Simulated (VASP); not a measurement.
Write the native input for VASP 6.6.1 that does the following.

* Task: single point
* Functional: LDA
* Potentials or basis: VASP PAW LDA potentials, release 64 (Cs_sv, H)
* Cutoff: 520 eV
* k mesh: 8 × 8 × 8
* Occupations: gaussian, width 0.05 eV
* Spin: no spin polarisation
* Dipole correction: no
* Further INCAR settings: ALGO = Normal; EDIFF = 1e-07; NBANDS = 12

The structure of CsH lies in POSCAR:

```
CsH
1.0
    0.0000000000      2.9329600000      3.1880000000
    2.9329600000      0.0000000000      3.1880000000
    2.9329600000      2.9329600000      0.0000000000
Cs H
1 1
Direct
    0.0000000000      0.0000000000      0.0000000000
    0.5000000000      0.5000000000      0.5000000000
```

This cell differs from its parent crystal: strain -0.080 along x and y, +0.000 along z.

One way to write it, as run:

INCAR

```
SYSTEM = CsH
  PREC = Accurate
  ENCUT = 520
  EDIFF = 1E-7
  ISMEAR = 0
  SIGMA = 0.05
  LREAL = .False.
  LASPH = .True.
  NELM = 100
  ALGO = Normal
  ISIF = 2
  LWAVE = .False.
  LCHARG = .False.
  GGA = CA
  NBANDS = 12
```

KPOINTS

```
Automatic mesh
0
Gamma
  8 8 8
  0 0 0
```

Potentials or basis: VASP PAW LDA potentials, release 64 (Cs_sv, H).

Command:

```bash
$ cat potpaw_LDA.64/Cs_sv/POTCAR potpaw_LDA.64/H/POTCAR > POTCAR
$ mpirun -np 1 vasp_std > vasp.out
```

It gave:

The pressure is 0.7 GPa. The band gap on the k mesh is 1.61 eV, direct.

Caveat: the cell differs from its parent crystal (strain -0.080 along x and y, +0.000 along z); spin-orbit coupling is left out, which moves the levels of the heavy elements.

Run time: 17 s on 1 thread of AMD EPYC 9R14 (Zen 4), on a shared host, peak memory 0.14 GiB.
